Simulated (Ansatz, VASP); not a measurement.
# Two plane-wave programs on Al

```
CELL_PARAMETERS angstrom
-1.57095 1.58571 1.53244
1.64082 -1.61565 1.63225
1.55668 1.60138 -1.56239
ATOMIC_POSITIONS crystal
Al 0.02195 0.03197 0.99616
```

Change from the starting cell: cell strained at random at fixed volume.

Alike in both runs: functional RPBE; dispersion D4; k mesh 9 × 9 × 9; occupations gaussian, width 0.1 eV; no spin polarisation.

|  | VASP | Ansatz |
| --- | --- | --- |
| version | VASP 6.6.1 | Ansatz 0.2.0 |
| potentials or method | VASP PAW PBE potentials, release 64 (Al) | SSSP precision PAW |
| plane-wave cutoff (eV) | 520 | 408 |
| valence electrons in the cell | 3 | 3 |
| task | single point | density of states |

```csv
,VASP,Ansatz,Ansatz less VASP
gap on the k mesh at the Fermi level (eV),none,none,-
pressure (GPa),-1.1,-1.0,+0.19
"traceless stress, the component that is largest in VASP (GPa)",-1.91,-1.94,-0.028
```

VASP's potentials were made for PBE, not for RPBE. A gap of «none» marks a metal or a gap that the smearing closes.
